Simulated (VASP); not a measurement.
Crystal: BaTe.

```
Ba Te
1.0
     4.24482    0.00000    0.00000
     0.00000    4.24482    0.00000
     0.00000    0.00000    4.24482
Ba Te
1 1
Direct
  0.00000 0.00000 0.00000
  0.50000 0.50000 0.50000
```

Base run:

| Item | Value |
| --- | --- |
| Program | VASP 6.6.1 |
| Functional | r2SCAN |
| Potentials or basis | VASP PAW PBE potentials, release 64 (Ba_sv, Te) |
| Cutoff | 520 eV |
| k mesh | 4 × 4 × 4 |
| Occupations | gaussian, width 0.01 eV |
| Spin | no spin polarisation |

Its results: band gap on the k mesh 1.09 eV (least direct gap 1.37 eV); pressure 0.6 GPa.

The run is repeated on the same cell with these changes: functional from r2SCAN to HSE06. What comes out?

Band gap on the k mesh 1.44 eV (least direct gap 1.65 eV); pressure 0.0 GPa.

Caveats: the PAW data sets were made with another functional, which shifts forces and pressure a little; spin-orbit coupling is left out, which moves the levels of the heavy elements.

A k mesh can miss the band edges.
